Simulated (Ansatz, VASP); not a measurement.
ZrC in VASP and in Ansatz

POSCAR

```
ZrC
1.0
    2.9544973107      0.0000000000      0.0000000000
    0.0000000000      2.9544973107      0.0000000000
    0.0000000000      0.0000000000      2.9544973107
Zr C
1 1
Direct
    0.0000000000      0.0000000000      0.0000000000
    0.5000000000      0.5000000000      0.5000000000
```

Contents of INCAR.step1:

```
SYSTEM = ZrC
PREC = Accurate
ENCUT = 660
ISMEAR = 0
SIGMA = 0.05
LREAL = .FALSE.
LASPH = .TRUE.
NELM = 120
NBANDS = 15
GGA = PE
ALGO = Normal
EDIFF = 1E-5
LWAVE = .TRUE.
LCHARG = .FALSE.
GGA_COMPAT = .FALSE.
```

File INCAR.step2:

```
SYSTEM = ZrC
PREC = Accurate
ENCUT = 660
EDIFF = 1E-6
ISMEAR = 0
SIGMA = 0.05
LREAL = .FALSE.
LASPH = .TRUE.
NELM = 120
ALGO = Normal
ISIF = 2
LWAVE = .FALSE.
LCHARG = .TRUE.
METAGGA = R2SCAN
LMIXTAU = .TRUE.
LELF = .TRUE.
LVHAR = .TRUE.
NBANDS = 15
ISTART = 1
GGA_COMPAT = .FALSE.
```

Contents of KPOINTS:

```
regular mesh
0
G
  12 12 12
  0 0 0
```

Input for Ansatz:

```yaml
crystal:
  lattice:
    - [2.9544973107, 0.0, 0.0]
    - [0.0, 2.9544973107, 0.0]
    - [0.0, 0.0, 2.9544973107]
  atoms:
    - { symbol: Zr, position: [0.0, 0.0, 0.0] }
    - { symbol: C, position: [0.5, 0.5, 0.5] }
basis:
  ecutwfc: 500
  ecutrho_ratio: 4
kpoints:
  mp_grid: { grid: [12, 12, 12] }
hamiltonian:
  xc: r2scan
scf:
  occupations: { method: gaussian, width: 0.05 }
output:
  forces: true
  stress: true
  eigenvalues: true
```

Alike in both runs: task single point; functional r2SCAN; k mesh 12 × 12 × 12; occupations gaussian, width 0.05 eV; no spin polarisation.

|  | VASP | Ansatz |
| --- | --- | --- |
| version | VASP 6.6.1 | Ansatz 0.2.0 |
| potentials or method | VASP PAW PBE potentials, release 64 (Zr_sv, C), cutoff 660 eV | scalar-relativistic, plane waves, PAW |
| valence electrons in the cell | 16 | 16 |

|  | VASP | Ansatz | Ansatz less VASP |
| --- | --- | --- | --- |
| pressure (GPa) | -7.3 | -7.3 | -0.02 |

VASP's potentials were made for PBE, not for r2SCAN.
